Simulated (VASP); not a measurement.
# H19NO8 in VASP: a series of runs

The runs below take H19NO8 through single point, with PBE+D3(BJ).

All numbers are computed with VASP 6.6.1; they aren't measurements. Logs are shortened: lines on timing, memory, paths and dates and some standing lists are left out, and cuts for length are marked.

## Step 1: The cell of the first run

The cell holds a disordered packing, 28 atoms: a = 6.309 Å, b = 6.309 Å, c = 6.309 Å, α = 90.00°, β = 90.00°, γ = 90.00°.

## Step 2: Single point, PBE+D3(BJ)

INCAR

```
PREC = Accurate ; ENCUT = 520
EDIFF = 1E-7 ; ISMEAR = -1
SIGMA = 0.02 ; LREAL = Auto
LASPH = T ; NELM = 100
ALGO = Normal ; ISIF = 2
LWAVE = F ; LCHARG = T
GGA = PE ; IVDW = 12
LELF = T ; LVHAR = T
NBANDS = 56
```

KPOINTS

```
Automatic mesh
0
Gamma
  1 1 1
```

POSCAR

```
H19NO8
1.0
    6.3088310000      0.0000000000      0.0000000000
    0.0000000000      6.3088310000      0.0000000000
    0.0000000000      0.0000000000      6.3088310000
O H N
8 19 1
Direct
    0.7305704690      0.6770808266      0.9791464617
    0.2400199489      0.1638204026      0.6398909566
    0.7763199275      0.0758820463      0.1089279891
    0.9661706231      0.9011068599      0.4643326852
    0.3376907330      0.5273330233      0.8865384663
    0.5645464409      0.3189329290      0.4001902173
    0.5100684475      0.7252225244      0.5362890656
    0.8464714997      0.3275555085      0.7444973641
    0.5849737987      0.6189740256      0.9687728225
    0.8046384747      0.5903586554      0.8720858205
    0.3473072191      0.2064747160      0.5326268102
    0.1494748836      0.0484829035      0.5791600497
    0.8676137946      0.0291776028      0.2283267453
    0.7427929877     -0.0636040515      0.0417072508
    0.8361275497      0.8700388464      0.5425559173
    1.0151161696      0.7540849749      0.4046222378
    0.3673689345      0.6074849277      0.7544528570
    0.3141191296      0.3815003008      0.8381274023
    0.6710460905      0.3053328562      0.5150694583
    0.6215662607      0.2360655479      0.2787987117
    0.4269043195      0.8312378981      0.4636193525
    0.5195859006      0.6023453604      0.4401616412
    0.8236384973      0.2408022635      0.8736377319
    0.9944286514      0.2954949043      0.7044638115
    0.1911306776      0.5437494087      0.1823589859
    0.0751039645      0.4059050936      0.3709973225
   -0.0656342180      0.5372615502      0.1908353089
    0.0665214248      0.5430276947      0.2854136564
```

Potentials or basis: VASP PAW PBE potentials, release 64 (O, H, N).

Started as:

```sh
$ cat potpaw_PBE.64/O/POTCAR potpaw_PBE.64/H/POTCAR potpaw_PBE.64/N/POTCAR > POTCAR
$ mpirun -np 1 vasp_gam > vasp.out
```

OUTCAR:

```text
PREC = Accurate
   ENCUT = 520
   EDIFF = 1E-7
   ISMEAR = -1
   LREAL = Auto
   LASPH = T
   NELM = 100
   ISIF = 2
   GGA = PE
   IVDW = 12
 IVDW          = 12

 ion  position               nearest neighbor table
   1  0.731  0.677  0.979-  10 0.99   9 0.99
   2  0.240  0.164  0.640-  11 0.99  12 1.00
   3  0.776  0.076  0.109-  13 0.99  14 1.00
   4  0.966  0.901  0.464-  15 0.98  16 1.05
   5  0.338  0.527  0.887-  18 0.98  17 0.99
   6  0.565  0.319  0.400-  19 0.99  20 0.99
   7  0.510  0.725  0.536-  21 0.97  22 0.99
   8  0.846  0.328  0.744-  24 0.99  23 0.99
   9  0.585  0.619  0.969-   1 0.99
  10  0.805  0.590  0.872-   1 0.99
  11  0.347  0.206  0.533-   2 0.99
  12  0.149  0.048  0.579-   2 1.00
  13  0.868  0.029  0.228-   3 0.99
  14  0.743  0.936  0.042-   3 1.00
[... 11 lines left out ...]
  26  0.075  0.406  0.371-  28 1.02
  27  0.934  0.537  0.191-  28 1.03
  28  0.067  0.543  0.285-  25 1.02  26 1.02  27 1.03

  LATTYP: Found a simple cubic cell.
 ALAT       =     6.3088310000

  Lattice vectors:

 A1 = (   6.3088310000,   0.0000000000,   0.0000000000)
 A2 = (   0.0000000000,   6.3088310000,   0.0000000000)
 A3 = (   0.0000000000,   0.0000000000,   6.3088310000)

Analysis of symmetry for initial positions (statically):
=====================================================================
 Subroutine PRICEL returns:
 Original cell was already a primitive cell.

 Routine SETGRP: Setting up the symmetry group for a
 simple cubic supercell.

 Subroutine GETGRP returns: Found  1 space group operations
 (whereof  1 operations were pure point group operations)
 out of a pool of 48 trial point group operations.

The static configuration has the point symmetry C_1 .

Analysis of symmetry for dynamics (positions and initial velocities):
=====================================================================
 Subroutine PRICEL returns:
 Original cell was already a primitive cell.

 Routine SETGRP: Setting up the symmetry group for a
 simple cubic supercell.

 Subroutine GETGRP returns: Found  1 space group operations
 (whereof  1 operations were pure point group operations)
 out of a pool of 48 trial point group operations.

The dynamic configuration has the point symmetry C_1 .

 Subroutine INISYM returns: Found  1 space group operations
 (whereof  1 operations are pure point group operations),
 and found     1 'primitive' translations

----------------------------------------------------------------------------------------
[... 127 lines left out ...]
   ISIF   =      2    stress and relaxation
   ISYM   =      2    0-nonsym 1-usesym 2-fastsym
   POTIM  = 0.5000    time-step for ionic-motion
   TEBEG  =    0.0;   TEEND  =   0.0 temperature during run
   PSTRESS=    0.0 pullay stress
   NELECT =      72.0000    total number of electrons
   NUPDOWN=      -1.0000    fix difference up-down
   EMIN   =  10.00;   EMAX   =-10.00  energy-range for DOS
   EFERMI =   0.00;   METHOD = LEGACY
   ISMEAR =    -1;   SIGMA  =   0.02  broadening in eV -4-tet -1-fermi 0-gaus
   EFERMI_NEDOS =   21; number of points for ismear=-14 and -15
   IALGO  =     38    algorithm
   IMIX   =      4    mixing-type and parameters
     AMIX     =   0.40;   BMIX     =  1.00
     AMIX_MAG =   1.60;   BMIX_MAG =  1.00
  volume/ion in A,a.u.               =       8.97        60.52
  Fermi-wavevector in a.u.,A,eV,Ry     =   1.079535  2.040026 15.856176  1.165396
  Thomas-Fermi vector in A             =   2.215503
   LORBIT       =      0    0 simple, 1 ext, 2 COOP (PROOUT), +10 PAW based schemes
   GGA     = PE    functional components
   LHFCALC =     F    Hartree Fock is set to
   AEXX    =    0.0000 exact exchange contribution
   IVDW    =    12    specifies the selected vdW correction
   LEPSILON=     F    determine dielectric tensor
   LRPA    =     F    only Hartree local field effects (RPA)
 non-spin polarized calculation
  energy-cutoff  :      520.00
  volume of cell :      251.10
 maximum number of plane-waves:      3382
 NGX is ok and might be reduce to    48
   NGX = 23   NGY = 23   NGZ = 23

 number of electron      72.0000005 magnetization

 Free energy of the ion-electron system (eV)
  ---------------------------------------------------
  ext. energy  EPLUGINS =         0.00000000
  ---------------------------------------------------
  free energy    TOTEN  =      -137.35396248 eV

  energy without entropy =     -137.35396248  energy(sigma->0) =     -137.35396248

 E-fermi :  -2.6076     XC(G=0):  -7.1448

 val. band max:       -3.1574818916   @ k =   0.0000   0.0000   0.0000
 cond. band min:       1.6188744962   @ k =   0.0000   0.0000   0.0000
 fundamental gap:      4.7763563877
 Fermi energy:        -2.6076489995

 k-point     1 :       0.0000    0.0000    0.0000
  band No.  band energies     occupation
      1     -22.2711      2.00000
      2     -21.9212      2.00000
      3     -21.6699      2.00000
      4     -21.5000      2.00000
      5     -21.4949      2.00000
      6     -21.4583      2.00000
[... 40 lines left out ...]
     47       7.7340      0.00000
     48       7.7690      0.00000
 [bands above 48 left out]

------------------------ aborting loop because EDIFF is reached ----------------------------------------

 Edisp (eV)   -1.07977

 E8    (eV) :    -0.2223

  FORCE on cell =-STRESS in cart. coord.  units (eV):
  Direction    XX          YY          ZZ          XY          YZ          ZX
  --------------------------------------------------------------------------------------
  -------------------------------------------------------------------------------------
  Total       1.11265     0.81602     0.11227    -0.29596     0.76925     0.10174
  in kB       7.09942     5.20671     0.71634    -1.88841     4.90829     0.64917
  external pressure =        4.34 kB  Pullay stress =        0.00 kB

 VOLUME and BASIS-vectors are now :
 -----------------------------------------------------------------------------
  energy-cutoff  :      520.00
  volume of cell :      251.10
      direct lattice vectors                 reciprocal lattice vectors
     6.308831000  0.000000000  0.000000000     0.158507971  0.000000000  0.000000000
     0.000000000  6.308831000  0.000000000     0.000000000  0.158507971  0.000000000
     0.000000000  0.000000000  6.308831000     0.000000000  0.000000000  0.158507971

 POSITION                                       TOTAL-FORCE (eV/Angst)
 -----------------------------------------------------------------------------------
      4.60905      4.27159      6.17727        -0.034697     -0.006915      0.048853
      1.51425      1.03352      4.03696         0.071864      0.121858     -0.040546
      4.89767      0.47873      0.68721        -0.038640      0.123275     -0.064167
      6.09541      5.68493      2.92940         0.023316      0.109141      0.069281
      2.13043      3.32685      5.59302         0.006648      0.063236     -0.011909
      3.56163      2.01209      2.52473        -0.031292     -0.022198     -0.063440
[... 20 lines left out ...]
      5.89476      3.38949      1.20395        -0.106089     -0.007928      0.021995
      0.41967      3.42587      1.80063        -0.044943     -0.113158      0.012839
 -----------------------------------------------------------------------------------
    total drift:                               -0.005944      0.003252     -0.003364

  FREE ENERGIE OF THE ION-ELECTRON SYSTEM (eV)
  ---------------------------------------------------
  free  energy   TOTEN  =      -138.4337353493 eV

  energy  without entropy=     -138.4337353493  energy(sigma->0) =     -138.43373535
```

OSZICAR:

```text
N       E                     dE             d eps       ncg     rms          rms(c)
DAV:   1     0.594336039147E+03    0.59434E+03   -0.40435E+04   112   0.120E+03
DAV:   2    -0.957717643142E+02   -0.69011E+03   -0.66711E+03   144   0.307E+02
DAV:   3    -0.150030101793E+03   -0.54258E+02   -0.53921E+02   144   0.922E+01
DAV:   4    -0.150863140960E+03   -0.83304E+00   -0.83172E+00   144   0.126E+01
DAV:   5    -0.150873936585E+03   -0.10796E-01   -0.10786E-01   152   0.139E+00    0.223E+01
DAV:   6    -0.137734467982E+03    0.13139E+02   -0.38667E+01   144   0.257E+01    0.843E+00
DAV:   7    -0.137510784026E+03    0.22368E+00   -0.22173E+00   136   0.538E+00    0.551E+00
DAV:   8    -0.137363539381E+03    0.14724E+00   -0.49292E-01   144   0.344E+00    0.888E-01
DAV:   9    -0.137348108492E+03    0.15431E-01   -0.68171E-02   144   0.116E+00    0.370E-01
DAV:  10    -0.137353689618E+03   -0.55811E-02   -0.17369E-02   128   0.562E-01    0.186E-01
DAV:  11    -0.137354123732E+03   -0.43411E-03   -0.10879E-03   128   0.225E-01    0.790E-02
DAV:  12    -0.137354085712E+03    0.38020E-04   -0.69708E-04   128   0.139E-01    0.318E-02
DAV:  13    -0.137353999724E+03    0.85989E-04   -0.93546E-05   128   0.616E-02    0.194E-02
DAV:  14    -0.137353964566E+03    0.35158E-04   -0.21027E-05   128   0.256E-02    0.106E-02
DAV:  15    -0.137353962190E+03    0.23765E-05   -0.20647E-05   152   0.276E-02    0.554E-03
DAV:  16    -0.137353962285E+03   -0.95822E-07   -0.28912E-06   128   0.976E-03    0.340E-03
DAV:  17    -0.137353962424E+03   -0.13851E-06   -0.44272E-07   128   0.303E-03    0.170E-03
DAV:  18    -0.137353962481E+03   -0.56554E-07   -0.13708E-07   120   0.206E-03
   1 F= -.13843374E+03 E0= -.13843374E+03  d E =-.131008E-11
```

stdout:

```text
POSCAR found type information on POSCAR O H N
 POSCAR found :  3 types and      28 ions
 scaLAPACK will be used
 LDA part: xc-table for (Slater+PW92), standard interpolation
 POSCAR, INCAR and KPOINTS ok, starting setup
 FFT: planning ... GRIDC
 FFT: planning ... GRID_SOFT
 FFT: planning ... GRID
 WAVECAR not read
 entering main loop
```

It took 48 s on 1 thread of Intel Xeon 8259CL, shared host; peak memory 0.31 GiB.

Results:

| Property | Result |
| --- | --- |
| Free energy | -138.4337 eV |
| Pressure | 0.4 GPa |
| Largest force | 0.227 eV/Å |
| Dispersion energy per atom | -0.039 eV |

Forces in eV/Å, atoms in the order of the input:
```
O   -0.035 -0.007  0.049
O    0.072  0.122 -0.041
O   -0.039  0.123 -0.064
O    0.023  0.109  0.069
O    0.007  0.063 -0.012
O   -0.031 -0.022 -0.063
O    0.054 -0.018  0.140
O   -0.030  0.022 -0.025
H   -0.063  0.001  0.054
H    0.050  0.002 -0.025
H    0.030  0.032  0.031
H   -0.157 -0.051 -0.013
H    0.086 -0.014  0.105
H   -0.040 -0.075 -0.048
H   -0.073 -0.010  0.005
H    0.042 -0.071 -0.074
H    0.011  0.032  0.015
H   -0.015 -0.071 -0.010
H    0.091  0.027  0.159
H    0.011 -0.052 -0.067
H   -0.147  0.145 -0.095
H    0.091 -0.152 -0.019
H   -0.048 -0.068  0.070
H    0.093 -0.037 -0.024
H    0.143  0.016 -0.151
H    0.028  0.074  0.000
H   -0.106 -0.008  0.022
N   -0.045 -0.113  0.013
```

Caveat: the k points lie up to 1.00 Å⁻¹ apart, too coarse for converged energies, forces and pressures.

## Step 3: Single point, PBE+D3(BJ)

INCAR

```
PREC     = Accurate       # precision mode
ENCUT    = 520            # plane-wave cutoff, eV
EDIFF    = 1E-6           # SCF threshold, eV
ISMEAR   = -1             # smearing method
SIGMA    = 0.02           # smearing width, eV
LREAL    = Auto         
LASPH    = True           # aspherical terms in the spheres
NELM     = 100            # most SCF steps
ALGO     = Normal         # electronic algorithm
ISIF     = 2              # what is computed and relaxed
LWAVE    = False          # write WAVECAR
LCHARG   = False          # write CHGCAR
GGA      = PE             # functional
IVDW     = 12             # dispersion correction
NBANDS   = 56             # bands
```

KPOINTS

```
regular mesh
0
Gamma
  1 1 1
```

POSCAR

```
H19NO8
1.0
    6.3088310000      0.0000000000      0.0000000000
    0.0000000000      6.3088310000      0.0000000000
    0.0000000000      0.0000000000      6.3088310000
O H N
8 19 1
Direct
    0.7207198925      0.6719628407      1.0126123207
    0.2275381921      0.1736613328      0.6320505336
    0.8117193185      0.0707262566      0.1224315567
    0.9714795023      0.9014823824      0.4574540038
    0.3286028743      0.5091117514      0.8905611832
    0.5710091140      0.3035903165      0.3906270433
    0.5353131190      0.7117166397      0.5314930769
    0.8439439890      0.3087735271      0.7536895504
    0.5775713440      0.6081792332      1.0130719938
    0.7912876411      0.5814547893      0.9020054587
    0.3494625232      0.1946477882      0.5361690621
    0.1486804766      0.0502787283      0.5784114363
    0.8897369418      0.0265817867      0.2448472625
    0.7400420141     -0.0624521405      0.0848493168
    0.8361612476      0.9008483505      0.5336487853
    1.0164799152      0.7412625255      0.3999948643
    0.3683566734      0.5739890639      0.7565743955
    0.2648985208      0.3715426836      0.8462582054
    0.6743404602      0.2908938280      0.5097933357
    0.6331125370      0.2301535736      0.2697013123
    0.4190633732      0.7821417312      0.4637467702
    0.5407657932      0.5811219226      0.4420945814
    0.8308036782      0.2012734213      0.8723169158
    0.9922440465      0.2942066446      0.7120336557
    0.2051727174      0.5795685445      0.1884818281
    0.1307056727      0.4362773389      0.3874410331
   -0.0464111339      0.5027397310      0.2072967242
    0.0813462906      0.5553485265      0.2887698212
```

Potentials or basis: VASP PAW PBE potentials, release 64 (O, H, N).

Started as:

```sh
$ cat potpaw_PBE.64/O/POTCAR potpaw_PBE.64/H/POTCAR potpaw_PBE.64/N/POTCAR > POTCAR
$ mpirun -np 1 vasp_gam > vasp.out
```

It took 41 s on 1 thread of Intel Xeon 8259CL, shared host; peak memory 0.31 GiB.

The run converged. Its results:

```yaml
Free_energy: -137.9258 eV
Pressure: 1.4 GPa
Largest_force: 2.535 eV/Å
Dispersion_energy_per_atom: -0.039 eV
```

Forces on the atoms (eV/Å):
```
O   -0.027 -0.851 -0.526
O    0.680  0.530  0.214
O   -1.456  1.114 -1.751
O    0.210  0.036  0.465
O   -0.507 -0.640  0.310
O   -0.367  0.542  1.063
O   -0.125 -0.791 -0.190
O   -0.656 -0.398  0.675
H    0.138  0.082 -0.137
H   -0.335  0.500  0.475
H    0.151  0.202 -0.019
H   -0.721 -0.619 -0.343
H    1.311 -0.597  1.598
H    0.088 -0.425 -0.452
H    0.216 -0.485 -0.102
H   -0.338  0.395 -0.037
H    0.368  0.438 -0.376
H    0.558  0.421  0.202
H   -0.042 -0.018 -0.102
H    0.547 -0.518 -0.619
H   -0.590  0.815 -0.097
H    0.515 -0.006  0.382
H    0.003  0.712 -0.336
H    0.337 -0.088 -0.340
H   -0.139  0.010 -0.621
H   -0.142 -0.071  0.060
H   -0.277  0.068 -0.412
N    0.601 -0.359  1.018
```

Stress tensor (GPa, compression positive):
```
 1.75 -0.23  0.61
-0.23  1.03 -0.17
 0.61 -0.17  1.50
```

Levels at points of the mesh, in eV from the Fermi level:
```csv
k point,band 32,band 33,band 34,band 35,band 36,band 37,band 38,band 39,band 40,band 41
"(0.00, 0.00, 0.00)",-1.01,-0.85,-0.69,-0.64,-0.51,4.29,7.57,7.96,8.14,8.33
```

Caveat: the k points lie up to 1.00 Å⁻¹ apart, too coarse for converged energies, forces and pressures.

(Part 1 of 3 ends here.)
